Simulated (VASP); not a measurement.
A run of VASP 6.6.1:

File POSCAR:

```
LiF
1.0
    0.0000000000      1.9948717404      1.9948717404
    1.9948717404      0.0000000000      1.9948717404
    1.9948717404      1.9948717404      0.0000000000
Li F
1 1
Direct
    0.0000000000      0.0000000000      0.0000000000
    0.5000000000      0.5000000000      0.5000000000
```

Contents of INCAR.step1:

```
PREC = Accurate
ENCUT = 520
ISMEAR = 0
SIGMA = 0.01
LREAL = F
LASPH = T
NELM = 60
NBANDS = 12
GGA = PE
ALGO = Normal
EDIFF = 1E-4
LWAVE = T
LCHARG = F
```

Contents of INCAR.step2:

```
PREC = Accurate
ENCUT = 520
EDIFF = 1E-7
ISMEAR = 0
SIGMA = 0.01
LREAL = F
LASPH = T
NELM = 60
ALGO = Normal
ISIF = 2
LWAVE = F
LCHARG = F
METAGGA = R2SCAN
LMIXTAU = T
NBANDS = 12
ISTART = 1
```

KPOINTS

```
regular mesh
0
Gamma
  10 10 10
```

Potentials or basis: VASP PAW PBE potentials, release 64 (Li_sv, F).

Launch:

```sh
$ cat potpaw_PBE.64/Li_sv/POTCAR potpaw_PBE.64/F/POTCAR > POTCAR
$ cp INCAR.step1 INCAR
$ mpirun -np 1 vasp_std > vasp.out
$ cp INCAR.step2 INCAR
$ mpirun -np 1 vasp_std > vasp.out
```

Hardware: 1 thread of AMD EPYC 7R13, on a shared host.

Problem. Estimate the wall time of this run.

Solution. Wall time 96 s on 1 thread of AMD EPYC 7R13, on a shared host, peak memory 0.11 GiB. Counts: k points 47.
